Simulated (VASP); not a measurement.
# Sr (P6_3/mmc) in VASP: notebook, part 2 of 2

VASP 6.6.1. The steps go on from the part before.

## Step 4: Relaxation of cell and atoms, PBEsol

File INCAR:

```
  PREC = Accurate
  ENCUT = 500
  EDIFF = 1E-7
  ISMEAR = 0
  SIGMA = 0.1
  LREAL = False
  LASPH = True
  NELM = 120
  ALGO = Normal
  ISIF = 3
  LWAVE = False
  LCHARG = False
  GGA = PS
  IBRION = 2
  NSW = 80
  EDIFFG = -0.05
  GGA_COMPAT = False
  NELMIN = 4
```

File KPOINTS:

```
Automatic mesh
0
Gamma
  6 6 4
```

File POSCAR:

```
Sr
1.0
    3.6642929414      0.0000000000      0.0000000000
   -1.8321464707      3.1733707742      0.0000000000
    0.0000000000      0.0000000000      5.6894417719
Sr
2
Direct
    0.3333333333      0.6666666667      0.2500000000
    0.6666666667      0.3333333333      0.7500000000
```

Potentials or basis: VASP PAW PBE potentials, release 64 (Sr_sv).

Launch:

```console
$ cat potpaw_PBE.64/Sr_sv/POTCAR > POTCAR
$ mpirun -np 1 vasp_std > vasp.out
```

OUTCAR:

```text
PREC = Accurate
   ENCUT = 500
   EDIFF = 1E-7
   ISMEAR = 0
   LREAL = False
   LASPH = True
   NELM = 120
   ISIF = 3
   GGA = PS
   IBRION = 2
   NSW = 80
   EDIFFG = -0.05
   NELMIN = 4

 ion  position               nearest neighbor table
   1  0.333  0.667  0.250-   2 3.55   2 3.55   2 3.55   2 3.55   2 3.55   2 3.55   2 5.10   2 5.10
                             2 5.10   2 5.10   2 5.10   2 5.10
   2  0.667  0.333  0.750-   1 3.55   1 3.55   1 3.55   1 3.55   1 3.55   1 3.55   1 5.10   1 5.10
                             1 5.10   1 5.10   1 5.10   1 5.10

  LATTYP: Found a hexagonal cell.
 ALAT       =     3.6642929414
 C/A-ratio  =     1.5526711054

  Lattice vectors:

 A1 = (   3.6642929414,   0.0000000000,   0.0000000000)
 A2 = (  -1.8321464707,   3.1733707742,   0.0000000000)
 A3 = (   0.0000000000,   0.0000000000,   5.6894417719)

Analysis of symmetry for initial positions (statically):
=====================================================================
 Subroutine PRICEL returns:
 Original cell was already a primitive cell.

 Routine SETGRP: Setting up the symmetry group for a
 hexagonal supercell.

 Subroutine GETGRP returns: Found 24 space group operations
 (whereof 12 operations were pure point group operations)
 out of a pool of 24 trial point group operations.

The static configuration has the point symmetry D_3d.
 The point group associated with its full space group is D_6h.

[... 155 lines left out ...]
  ext. energy  EPLUGINS =         0.00000000
  ---------------------------------------------------
  free energy    TOTEN  =        -2.68937783 eV

  energy without entropy =       -2.68387665  energy(sigma->0) =       -2.68662724

 E-fermi :   3.4464     XC(G=0):  -9.2048

 val. band max:        3.3903507732   @ k =   0.3333   0.3333   0.2500
 cond. band min:       3.4655022167   @ k =   0.1667   0.1667   0.0000
 fundamental gap:      0.0751514434
 Fermi energy:         3.4464122235

 k-point     1 :       0.0000    0.0000    0.0000
  band No.  band energies     occupation
      1     -32.1848      2.00000
      2     -32.0258      2.00000
      3     -14.8619      2.00000
      4     -13.9425      2.00000
      5     -13.9425      2.00000
      6     -13.7783      2.00000
      7     -13.7783      2.00000
      8     -13.7347      2.00000
      9      -0.6546      2.00000
     10       2.1077      2.00000
     11       5.3315      0.00000
     12       6.2102      0.00000
     13       6.2102      0.00000
     14       6.7472      0.00000
[... 445 lines left out ...]
--------------------------------------- Ionic step        4  -------------------------------------------

 number of electron      19.9999999 magnetization

 Free energy of the ion-electron system (eV)
  ---------------------------------------------------
  ext. energy  EPLUGINS =         0.00000000
  ---------------------------------------------------
  free energy    TOTEN  =        -3.64751392 eV

  energy without entropy =       -3.62769674  energy(sigma->0) =       -3.63760533

 E-fermi :   1.6936     XC(G=0):  -7.5939

 val. band max:        1.6891915348   @ k =   0.3333   0.0000   0.0000
 cond. band min:       1.7075812471   @ k =   0.3333   0.0000   0.0000
 fundamental gap:      0.0183897123
 Fermi energy:         1.6936019756

 k-point     1 :       0.0000    0.0000    0.0000
  band No.  band energies     occupation
      1     -34.7465      2.00000
      2     -34.7278      2.00000
      3     -16.8821      2.00000
      4     -16.6697      2.00000
      5     -16.6697      2.00000
      6     -16.6387      2.00000
      7     -16.6360      2.00000
      8     -16.6360      2.00000
      9      -2.0679      2.00000
     10       0.5202      2.00000
     11       1.8398      0.03871
     12       4.0186      0.00000
     13       4.0186      0.00000
     14       4.0618      0.00000
[... 367 lines left out ...]
  FREE ENERGIE OF THE ION-ELECTRON SYSTEM (eV)
  ---------------------------------------------------
  free  energy   TOTEN  =        -3.6475139191 eV

  energy  without entropy=       -3.6276967393  energy(sigma->0) =       -3.63760533

 reached required accuracy - stopping structural energy minimisation
```

CONTCAR:

```text
Sr
   1.00000000000000
     4.2036378603292093    0.0000000000000000    0.0000000000000000
    -2.1018189301646046    3.6404571754122381    0.0000000000000000
     0.0000000000000000    0.0000000000000000    6.8222006823014700
  Sr
     2
Direct
     0.3333333332999970    0.6666666667000030    0.2500000000000000
     0.6666666667000030    0.3333333332999970    0.7500000000000000

  0.00000000E+00  0.00000000E+00  0.00000000E+00
  0.00000000E+00  0.00000000E+00  0.00000000E+00
```

It took 81 s on 1 thread of Intel Xeon 8259CL, shared host; peak memory 0.19 GiB.

What came out:

- Free energy: -3.6475 eV
- Relaxed volume: 52.20 Å³/atom
- Relaxed cell: a = 4.204 Å, b = 4.204 Å, c = 6.822 Å, α = 90.00°, β = 90.00°, γ = 120.00°
- Space group after relaxing (to 0.1 Å): P6_3/mmc (No. 194)
- Energy gained by relaxing: 479.1 meV/atom
- Ionic steps: 4
- Pressure after relaxing: 0.1 GPa
- Band gap on the k mesh: zero (bands 10 and 11 overlap by 0.22 eV)

Step by step:
```csv
step,energy change (eV),largest force (eV/Å),pressure (GPa),volume (Å³)
1,0.0000,0.0000,10.49,66.16
2,-0.8479,0.0000,2.47,89.11
3,-0.9536,0.0000,0.43,101.30
4,-0.9581,0.0000,0.05,104.40
```

Final structure:
```xyz
2
Lattice="4.2036 0.0000 0.0000 -2.1018 3.6405 0.0000 0.0000 0.0000 6.8222" Properties=species:S:1:pos:R:3 pbc="T T T"
Sr    0.0000    2.4270    1.7056
Sr    2.1018    1.2135    5.1167
```

Caveat: the volume moved by over 15 % at a fixed basis, so the end points are rough; the PAW data sets were made with another functional, which shifts forces and pressure a little. Zero-point motion and thermal expansion aren't in these numbers.

## Step 5: The runs side by side

| task | cell | gap on the mesh (eV) | pressure (GPa) |
| --- | --- | --- | --- |
| single point | a = 3.664, b = 3.664, c = 5.689 Å, angles 90.0, 90.0, 120.0°, 2 atoms | none | 10.5 |
| single point | a = 4.197, b = 4.197, c = 6.740 Å, angles 90.0, 90.0, 120.0°, 2 atoms | none | 0.3 |
| relaxation of cell and atoms | relaxed from a = 3.664, b = 3.664, c = 5.689 Å, angles 90.0, 90.0, 120.0°, 2 atoms | none | 0.1 |

Alike in all rows: level PBEsol; potentials or basis VASP PAW PBE potentials, release 64 (Sr_sv); no spin polarisation; k mesh 6 × 6 × 4; cutoff (eV) 500; smearing gaussian 0.1 eV.

Caveats: the PAW data sets were made with another functional, which shifts forces and pressure a little; the cell stands under pressure (at least some runs); the volume moved by over 15 % at a fixed basis, so the end points are rough (at least some runs).

Absolute energies hang on the potentials; compare differences alone.

The gap in the log of VASP goes by the Fermi energy; the results here count the filled bands.